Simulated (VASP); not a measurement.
A run of VASP 6.6.1 is set up as follows.

Contents of INCAR:

```
SYSTEM = La2O
PREC = Accurate ; ENCUT = 520
EDIFF = 1E-7 ; ISMEAR = 0
SIGMA = 0.1 ; LREAL = .False.
LASPH = .True. ; NELM = 60
ALGO = Normal ; ISIF = 2
LWAVE = .False. ; LCHARG = .True.
GGA = PE ; LELF = .True.
LVHAR = .True. ; NBANDS = 21
```

The input KPOINTS:

```
Automatic mesh
0
Gamma
  6 6 6
  0 0 0
```

File POSCAR:

```
La2O
1.0
    0.0000000000      3.1925913037      3.1925913037
    3.1925913037      0.0000000000      3.1925913037
    3.1925913037      3.1925913037      0.0000000000
La O
2 1
Direct
    0.2500000000      0.2500000000      0.2500000000
    0.7500000000      0.7500000000      0.7500000000
    0.0000000000      0.0000000000      0.0000000000
```

Potentials or basis: VASP PAW PBE potentials, release 64 (La, O).

Run with:

```bash
$ cat potpaw_PBE.64/La/POTCAR potpaw_PBE.64/O/POTCAR > POTCAR
$ mpirun -np 1 vasp_std > vasp.out
```

What does it give for the band gap on the k mesh?

Zero (band 14 reaches 10.76 eV, above the bottom of band 15 at 8.71 eV).

Estimate the pressure.

-0.1 GPa.

Caveat: spin-orbit coupling is left out, which moves the levels of the heavy elements.
